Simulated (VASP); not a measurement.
# BeTe (F-43m) in VASP: dielectric tensor with r2SCAN

Aim: the dielectric tensor of BeTe with r2SCAN.

Everything below comes from runs of VASP 6.6.1. Logs are shortened: lines on timing, memory, paths and dates and some standing lists are left out, and cuts for length are marked.

## (1) The cell of the first run

Symmetry: F-43m, No. 216, cubic system. The conventional cell has a = 5.657 Å, b = 5.657 Å, c = 5.657 Å, α = 90.00°, β = 90.00°, γ = 90.00°. Be (site symmetry -43m) has 4 Te at 2.45 Å within 3.2 Å. Te (site symmetry -43m) has 4 Be at 2.45 Å within 3.2 Å.

## (2) Dielectric tensor, r2SCAN

INCAR

```
SYSTEM = BeTe
  PREC = Accurate
  ENCUT = 520
  EDIFF = 1E-8
  ISMEAR = 0
  SIGMA = 0.01
  LREAL = .False.
  LASPH = .True.
  NELM = 60
  ALGO = Normal
  ISIF = 2
  LWAVE = .False.
  LCHARG = .False.
  METAGGA = R2SCAN
  LMIXTAU = .True.
  LCALCEPS = .True.
```

KPOINTS

```
Automatic mesh
0
Gamma
  6 6 6
  0 0 0
```

POSCAR

```
BeTe
1.0
    0.0000000000      2.8286236282      2.8286236282
    2.8286236282      0.0000000000      2.8286236282
    2.8286236282      2.8286236282      0.0000000000
Be Te
1 1
Direct
    0.0000000000      0.0000000000      0.0000000000
    0.2500000000      0.2500000000      0.2500000000
```

Potentials or basis: VASP PAW PBE potentials, release 64 (Be, Te).

Launch:

```sh
> cat potpaw_PBE.64/Be/POTCAR potpaw_PBE.64/Te/POTCAR > POTCAR
> mpirun -np 1 vasp_std > vasp.out
```

OUTCAR:

```text
SYSTEM = BeTe
   PREC = Accurate
   ENCUT = 520
   EDIFF = 1E-8
   ISMEAR = 0
   LREAL = .False.
   LASPH = .True.
   NELM = 60
   ISIF = 2
   METAGGA = R2SCAN

 ion  position               nearest neighbor table
   1  0.000  0.000  0.000-   2 2.45   2 2.45   2 2.45   2 2.45
   2  0.250  0.250  0.250-   1 2.45   1 2.45   1 2.45   1 2.45

  LATTYP: Found a face centered cubic cell.
 ALAT       =     5.6572472564

  Lattice vectors:

 A1 = (   0.0000000000,   2.8286236282,   2.8286236282)
 A2 = (   2.8286236282,   0.0000000000,   2.8286236282)
 A3 = (   2.8286236282,   2.8286236282,   0.0000000000)

Analysis of symmetry for initial positions (statically):
=====================================================================
 Subroutine PRICEL returns:
 Original cell was already a primitive cell.

 Routine SETGRP: Setting up the symmetry group for a
 face centered cubic supercell.

 Subroutine GETGRP returns: Found 24 space group operations
 (whereof 24 operations were pure point group operations)
 out of a pool of 48 trial point group operations.

The static configuration has the point symmetry T_d .

Analysis of symmetry for dynamics (positions and initial velocities):
=====================================================================
 Subroutine PRICEL returns:
 Original cell was already a primitive cell.

 Routine SETGRP: Setting up the symmetry group for a
 face centered cubic supercell.

 Subroutine GETGRP returns: Found 24 space group operations
 (whereof 24 operations were pure point group operations)
 out of a pool of 48 trial point group operations.

The dynamic configuration has the point symmetry T_d .

 Subroutine INISYM returns: Found 24 space group operations
 (whereof 24 operations are pure point group operations),
 and found     1 'primitive' translations

----------------------------------------------------------------------------------------

                                     Primitive cell

  volume of cell :      45.2643

  direct lattice vectors                    reciprocal lattice vectors
     0.000000000  2.828623628  2.828623628    -0.176764415  0.176764415  0.176764415
     2.828623628  0.000000000  2.828623628     0.176764415 -0.176764415  0.176764415
     2.828623628  2.828623628  0.000000000     0.176764415  0.176764415 -0.176764415

  length of vectors
     4.000277898  4.000277898  4.000277898     0.306164947  0.306164947  0.306164947

  position of ions in fractional coordinates (direct lattice)
     0.000000000  0.000000000  0.000000000
     0.250000000  0.250000000  0.250000000

  ion indices of the primitive-cell ions
   primitive index   ion index
                 1           1
                 2           2

----------------------------------------------------------------------------------------

 KPOINTS: Automatic mesh

Automatic generation of k-mesh.
 Grid dimensions read from file:
 generate k-points for:    6    6    6

 Generating k-lattice:

  Cartesian coordinates                     Fractional coordinates (reciprocal lattice)
    -0.029460736  0.029460736  0.029460736     0.166666667  0.000000000  0.000000000
     0.029460736 -0.029460736  0.029460736     0.000000000  0.166666667  0.000000000
     0.029460736  0.029460736 -0.029460736     0.000000000  0.000000000  0.166666667

  Length of vectors
     0.051027491  0.051027491  0.051027491

  Shift w.r.t. Gamma in fractional coordinates (k-lattice)
     0.000000000  0.000000000  0.000000000

 Subroutine IBZKPT returns following result:
 ===========================================

 Found     16 irreducible k-points:

 Following reciprocal coordinates:
            Coordinates               Weight
  0.000000  0.000000  0.000000      1.000000
  0.166667  0.000000  0.000000      8.000000
  0.333333  0.000000  0.000000      8.000000
  0.500000  0.000000  0.000000      4.000000
  0.166667  0.166667  0.000000      6.000000
  0.333333  0.166667  0.000000     24.000000
[... 8 lines left out ...]
 -0.333333  0.333333  0.166667     24.000000
 -0.333333  0.500000  0.166667     12.000000
   k-points           NKPTS =     16   k-points in BZ     NKDIM =     16   number of bands    NBANDS=      8
   number of dos      NEDOS =    301   number of ions     NIONS =      2
   total plane-waves  NPLWV =  27000
   dimension x,y,z NGX =    30 NGY =   30 NGZ =   30
   dimension x,y,z NGXF=    60 NGYF=   60 NGZF=   60
   ions per type =               1   1
   NGX,Y,Z   is equivalent  to a cutoff of  12.47, 12.47, 12.47 a.u.
   NGXF,Y,Z  is equivalent  to a cutoff of  24.94, 24.94, 24.94 a.u.
 SYSTEM =  BeTe
   PREC   = accura    normal or accurate (medium, high low for compatibility)
   ISTART =      0    job   : 0-new  1-cont  2-samecut
   ICHARG =      2    charge: 1-file 2-atom 10-const
   ISPIN  =      1    spin polarized calculation?
   LNONCOLLINEAR =      F non collinear calculations
   LSORBIT =      F    spin-orbit coupling
   LASPH  =      T    aspherical Exc in radial PAW
   ENCUT  =  520.0 eV  38.22 Ry    6.18 a.u.   7.44  7.44  7.44*2*pi/ulx,y,z
   NELM   =     60;   NELMIN=  2; NELMDL= -5     # of ELM steps
   EDIFF  = 0.1E-07   stopping-criterion for ELM
   LREAL  =      F    real-space projection
   EDIFFG = 0.1E-06   stopping-criterion for IOM
   NSW    =      0    number of steps for IOM
   IBRION =     -1    ionic relax: 0-MD 1-quasi-New 2-CG
   NFREE  =      0    steps in history (QN), initial steepest desc. (CG)
   ISIF   =      2    stress and relaxation
   ISYM   =      2    0-nonsym 1-usesym 2-fastsym
   POTIM  = 0.5000    time-step for ionic-motion
   TEBEG  =    0.0;   TEEND  =   0.0 temperature during run
   PSTRESS=    0.0 pullay stress
   NELECT =       8.0000    total number of electrons
   NUPDOWN=      -1.0000    fix difference up-down
   EMIN   =  10.00;   EMAX   =-10.00  energy-range for DOS
   EFERMI =   0.00;   METHOD = LEGACY
   ISMEAR =     0;   SIGMA  =   0.01  broadening in eV -4-tet -1-fermi 0-gaus
   EFERMI_NEDOS =   21; number of points for ismear=-14 and -15
   IALGO  =     38    algorithm
   IMIX   =      4    mixing-type and parameters
     AMIX     =   0.40;   BMIX     =  1.00
     AMIX_MAG =   1.60;   BMIX_MAG =  1.00
  volume/ion in A,a.u.               =      22.63       152.73
  Fermi-wavevector in a.u.,A,eV,Ry     =   0.918727  1.736142 11.484116  0.844059
  Thomas-Fermi vector in A             =   2.043841
   LORBIT       =      0    0 simple, 1 ext, 2 COOP (PROOUT), +10 PAW based schemes
   METAGGA = R2SCAN    functional components
   LHFCALC =     F    Hartree Fock is set to
   AEXX    =    0.0000 exact exchange contribution
   IVDW    =     0    specifies the selected vdW correction
   LEPSILON=     F    determine dielectric tensor
   LRPA    =     F    only Hartree local field effects (RPA)
   LRPA       =     F
 non-spin polarized calculation
 Gauss-broadening in eV      SIGMA  =   0.01
  energy-cutoff  :      520.00
  volume of cell :       45.26
 maximum number of plane-waves:      1243
 NGX is ok and might be reduce to    30
   NGX = 15   NGY = 15   NGZ = 15

 number of electron       8.0000000 magnetization

 Free energy of the ion-electron system (eV)
  ---------------------------------------------------
  ext. energy  EPLUGINS =         0.00000000
  ---------------------------------------------------
  free energy    TOTEN  =       -30.68015259 eV

  energy without entropy =      -30.68015259  energy(sigma->0) =      -30.68015259

 E-fermi :   4.8304     XC(G=0):  -9.4214

 val. band max:        4.7891277549   @ k =   0.0000   0.0000   0.0000
 cond. band min:   10000.0000000000   @ k =   0.0000   0.0000   0.0000
 fundamental gap:   9995.2108722451
 Fermi energy:         4.8303877457

 k-point     1 :       0.0000    0.0000    0.0000
  band No.  band energies     occupation
      1      -7.9063      2.00000
      2       4.7881      2.00000
      3       4.7886      2.00000
      4       4.7891      2.00000
      5   10000.0000      0.00000
      6   10000.0000      0.00000
      7   10000.0000      0.00000
      8   10000.0000      0.00000
[... 243 lines left out ...]
 k-point    24 :       0.0000    0.3333    0.1667
  band No.  band energies     occupation
      1      -6.9919      2.00000
      2       1.0181      2.00000
      3       3.1717      2.00000
      4       3.2107      2.00000
      5   10000.0000      0.00000
      6   10000.0000      0.00000
      7   10000.0000      0.00000
      8   10000.0000      0.00000

 [... further k-points ...]

------------------------ aborting loop because EDIFF is reached ----------------------------------------

            Ionic dipole moment: p[ion]=(     8.48587     8.48587     8.48587 ) |e| Angst

 Total electronic dipole moment: p[elc]=(     0.01775     0.01775     0.03219 ) |e| Angst

 MACROSCOPIC STATIC DIELECTRIC TENSOR (including local field effects)
 ------------------------------------------------------
           6.781507     0.000000     0.000000
          -0.000000     6.781507     0.000000
          -0.000000    -0.000000     6.781507
 ------------------------------------------------------

 PIEZOELECTRIC TENSOR (including local field effects) (e Angst)
          XX          YY          ZZ          XY          YZ          ZX
  --------------------------------------------------------------------------------
  x     0.00000     0.00000     0.00000     0.00000    -1.43783     0.00000
  y    -0.00000     0.00000    -0.00000     0.00000     0.00000    -1.43783
  z     0.00000     0.00000     0.00000    -1.43783    -0.00000     0.00000

 PIEZOELECTRIC TENSOR (including local field effects) (C/m^2)
          XX          YY          ZZ          XY          YZ          ZX
  --------------------------------------------------------------------------------
  x     0.00000     0.00000     0.00000     0.00000    -0.50894     0.00000
  y    -0.00000     0.00000    -0.00000     0.00000     0.00000    -0.50894
  z     0.00000     0.00000     0.00000    -0.50894    -0.00000     0.00000

 BORN EFFECTIVE CHARGES (including local field effects) (in |e|, cummulative output)
 ---------------------------------------------------------------------------------
 ion    1
    1     1.43136     0.00000     0.00000
    2     0.00000     1.43136     0.00000
    3     0.00000     0.00000     1.43136
 ion    2
    1    -1.43136    -0.00000     0.00000
    2     0.00000    -1.43136    -0.00000
    3     0.00000    -0.00000    -1.43136

  FORCE on cell =-STRESS in cart. coord.  units (eV):
  Direction    XX          YY          ZZ          XY          YZ          ZX
  --------------------------------------------------------------------------------------
  -------------------------------------------------------------------------------------
  Total        0.0591066      0.0591066      0.0591066      0.0000000      0.0000000      0.0000000
  in kB        2.0921410      2.0921410      2.0921410      0.0000000      0.0000000      0.0000000
  external PRESSURE =       2.0921410 kB  Pullay stress =       0.0000000 kB

 VOLUME and BASIS-vectors are now :
 -----------------------------------------------------------------------------
  energy-cutoff  :      520.00
  volume of cell :       45.26
      direct lattice vectors                 reciprocal lattice vectors
     0.000000000  2.828623628  2.828623628    -0.176764415  0.176764415  0.176764415
     2.828623628  0.000000000  2.828623628     0.176764415 -0.176764415  0.176764415
     2.828623628  2.828623628  0.000000000     0.176764415  0.176764415 -0.176764415

 POSITION                                       TOTAL-FORCE (eV/Angst)
 -----------------------------------------------------------------------------------
      0.00000      0.00000      0.00000         0.000000      0.000000      0.000000
      1.41431      1.41431      1.41431        -0.000000     -0.000000     -0.000000
 -----------------------------------------------------------------------------------
    total drift:                                0.000000      0.000000      0.000000

  FREE ENERGIE OF THE ION-ELECTRON SYSTEM (eV)
  ---------------------------------------------------
  free  energy   TOTEN  =       -30.6801525900 eV

  energy  without entropy=      -30.6801525900  energy(sigma->0) =      -30.68015259
```

Run time: 9.7 min. Hardware: 1 thread of Intel Xeon 6975P-C (Granite Rapids), shared host; peak memory 0.28 GiB.

Results:

| Quantity | Value |
| --- | --- |
| Band gap on the k mesh | 2.37 eV (least direct gap 4.03 eV) |
| Electronic dielectric tensor (diagonal) | 6.78 |
| Born charges (mean of the diagonal) | Be +1.43; Te -1.43 e |

Electronic dielectric tensor:
```
6.78 0.00 0.00
0.00 6.78 0.00
0.00 0.00 6.78
```

Born effective charge tensors (e):
atom 1, Be
```
1.43 0.00 0.00
0.00 1.43 0.00
0.00 0.00 1.43
```
atom 2, Te
```
-1.43  0.00  0.00
 0.00 -1.43  0.00
 0.00  0.00 -1.43
```

Dipole moments of the cell (e·Å, modulo the quantum): ionic 8.486, 8.486, 8.486; electronic 0.018, 0.018, 0.032

Caveat: the PAW data sets were made with another functional, which shifts forces and pressure a little; spin-orbit coupling is left out, which moves the levels of the heavy elements. A k mesh can miss the band edges.

The gap in the log of VASP goes by the Fermi energy; the results here count the filled bands.